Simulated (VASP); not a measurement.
Set up this calculation in VASP 6.6.1, as the native input.

```yaml
Task: single point
Functional: LDA
Potentials_or_basis: VASP PAW LDA potentials, release 64 (Sr_sv, Ti_sv, O)
Cutoff: 520 eV
k_mesh: 8 × 8 × 8
Occupations: gaussian, width 0.02 eV
Spin: no spin polarisation
Dipole_correction: no
Further_INCAR_settings: ALGO = Normal; EDIFF = 1e-07; NBANDS = 28
```

The structure of SrTiO3 lies in POSCAR:

```
SrTiO3
1.0
    3.8542043456      0.0000000000      0.0000000000
    0.0000000000      3.8542043456      0.0000000000
    0.0000000000      0.0000000000      3.8542043456
Sr Ti O
1 1 3
Direct
    0.5000000000      0.5000000000      0.5000000000
    0.0000000000      0.0000000000      0.0000000000
    0.5000000000      0.0000000000      0.0000000000
    0.0000000000      0.5000000000      0.0000000000
    0.0000000000      0.0000000000      0.5000000000
```

One way to write it, as run:

INCAR

```
SYSTEM = SrTiO3
PREC = Accurate
ENCUT = 520
EDIFF = 1E-7
ISMEAR = 0
SIGMA = 0.02
LREAL = .FALSE.
LASPH = .TRUE.
NELM = 80
ALGO = Normal
ISIF = 2
LWAVE = .FALSE.
LCHARG = .TRUE.
LELF = .TRUE.
LVHAR = .TRUE.
NBANDS = 28
```

KPOINTS

```
regular mesh
0
G
  8 8 8
  0 0 0
```

Potentials or basis: VASP PAW LDA potentials, release 64 (Sr_sv, Ti_sv, O).

Launch:

```console
$ cat potpaw_LDA.64/Sr_sv/POTCAR potpaw_LDA.64/Ti_sv/POTCAR potpaw_LDA.64/O/POTCAR > POTCAR
$ mpirun -np 1 vasp_std > vasp.out
```

Results of the run:

```json
{"Pressure": "1.1 GPa", "Band gap on the k mesh": "1.82 eV (least direct gap 2.15 eV)"}
```

Run time: 26 s on 1 thread of Intel(R) Xeon(R) 6975P-C (Granite Rapids), with other jobs on the host, peak memory 0.18 GiB.
